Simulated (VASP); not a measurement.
A run of VASP 6.6.1:

Contents of POSCAR:

```
CdS
1.0
    0.0000000000      5.8784296800      5.8784296800
    5.8784296800      0.0000000000      5.8784296800
    5.8784296800      5.8784296800      0.0000000000
Cd S
8 8
Direct
    0.0185621001     -0.0057425200      0.0009888695
    0.0143573207      0.0060095131      0.4767325038
   -0.0098124845      0.5332670748     -0.0144540302
   -0.0005350919      0.4782436217      0.5013814336
    0.5162643198     -0.0236033273      0.0060564644
    0.4889200274      0.0119705438      0.5224657208
    0.4915231035      0.5042380638     -0.0027017419
    0.4753258357      0.5100114594      0.5026215607
    0.1423156430      0.1402868699      0.1082177613
    0.1238743235      0.1091613807      0.6355096009
    0.1223546149      0.6234295891      0.1319493542
    0.1102376035      0.6198968429      0.6210616098
    0.6358008352      0.1082684551      0.1403258259
    0.6389117000      0.1210669411      0.6313695497
    0.6259705738      0.6078259322      0.1309858316
    0.6194516560      0.6195914893      0.6248066575
```

Contents of INCAR.step1:

```
PREC = Accurate
ENCUT = 520
ISMEAR = -1
SIGMA = 0.039
LREAL = Auto
LASPH = T
NELM = 100
NBANDS = 86
GGA = PE
ALGO = Normal
EDIFF = 1E-4
LWAVE = T
LCHARG = F
```

Contents of INCAR.step2:

```
PREC = Accurate
ENCUT = 520
EDIFF = 1E-6
ISMEAR = -1
SIGMA = 0.039
LREAL = Auto
LASPH = T
NELM = 100
ALGO = Normal
ISIF = 2
LWAVE = F
LCHARG = F
METAGGA = R2SCAN
LMIXTAU = T
NBANDS = 86
ISTART = 1
```

File KPOINTS:

```
regular mesh
0
Gamma
  2 2 2
```

Potentials or basis: VASP PAW PBE potentials, release 64 (Cd, S).

Run with:

```console
$ cat potpaw_PBE.64/Cd/POTCAR potpaw_PBE.64/S/POTCAR > POTCAR
$ cp INCAR.step1 INCAR
$ mpirun -np 1 vasp_std > vasp.out
$ cp INCAR.step2 INCAR
$ mpirun -np 1 vasp_std > vasp.out
```

Hardware: 1 thread of Intel(R) Xeon(R) Platinum 8488C (Sapphire Rapids) (shared host).

Q: How long does it take, and how much memory?

A: Wall time 18 min on 1 thread of Intel(R) Xeon(R) Platinum 8488C (Sapphire Rapids) (shared host), peak memory 0.69 GiB. Counts: k points 8.
